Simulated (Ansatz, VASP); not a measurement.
KBr: VASP beside Ansatz

File POSCAR:

```
KBr
1.0
    0.0000000000      3.3024387198      3.3024387198
    3.3024387198      0.0000000000      3.3024387198
    3.3024387198      3.3024387198      0.0000000000
K Br
1 1
Direct
    0.0000000000      0.0000000000      0.0000000000
    0.5000000000      0.5000000000      0.5000000000
```

File INCAR.step1:

```
SYSTEM = KBr
ALGO = Normal
EDIFF = 1E-4
ENCUT = 520
GGA = PE
ISMEAR = 0
LASPH = .TRUE.
LCHARG = .FALSE.
LREAL = .FALSE.
LWAVE = .TRUE.
NBANDS = 15
NELM = 60
PREC = Accurate
SIGMA = 0.01
```

The input INCAR.step2:

```
SYSTEM = KBr
ALGO = Normal
EDIFF = 1E-6
ENCUT = 520
ISIF = 2
ISMEAR = 0
ISTART = 1
LASPH = .TRUE.
LCHARG = .TRUE.
LELF = .TRUE.
LMIXTAU = .TRUE.
LREAL = .FALSE.
LVHAR = .TRUE.
LWAVE = .FALSE.
METAGGA = R2SCAN
NBANDS = 15
NELM = 60
PREC = Accurate
SIGMA = 0.01
```

The input KPOINTS:

```
k-points
0
G
  6 6 6
  0 0 0
```

Input for Ansatz:

```yaml
crystal:
  lattice:
    - [0.0, 3.3024387198, 3.3024387198]
    - [3.3024387198, 0.0, 3.3024387198]
    - [3.3024387198, 3.3024387198, 0.0]
  atoms:
    - { symbol: K, position: [0.0, 0.0, 0.0] }
    - { symbol: Br, position: [0.5, 0.5, 0.5] }
kpoints:
  mp_grid: { grid: [6, 6, 6] }
  band_path:
    path:
      - [0.0, 0.0, 0.0]
      - [0.5, 0.0, 0.5]
      - [0.625, 0.25, 0.625]
      - [0.375, 0.375, 0.75]
      - [0.5, 0.5, 0.5]
      - [0.5, 0.25, 0.75]
    npoints: 1
hamiltonian:
  xc: r2scan
scf:
  occupations: { method: fixed }
  n_extra_bands: 4
output:
  forces: true
  stress: true
  eigenvalues: true
```

Alike in both runs: task single point; functional r2SCAN; k mesh 6 × 6 × 6; no spin polarisation.

```csv
,VASP,Ansatz
version,VASP 6.6.1,Ansatz 0.2.0
potentials or method,"VASP PAW PBE potentials, release 64 (K_sv, Br)","plane waves, PAW"
plane-wave cutoff (eV),520,500
occupations,"gaussian, width 0.01 eV",fixed
valence electrons in the cell,16,16
```

|  | VASP | Ansatz | Ansatz less VASP |
| --- | --- | --- | --- |
| gap on the k mesh at the Fermi level (eV) | 5.07 | 5.07 | -0.002 |
| pressure (GPa) | 0.0 | 0.0 | 0.00 |

VASP's potentials were made for PBE, not for r2SCAN.
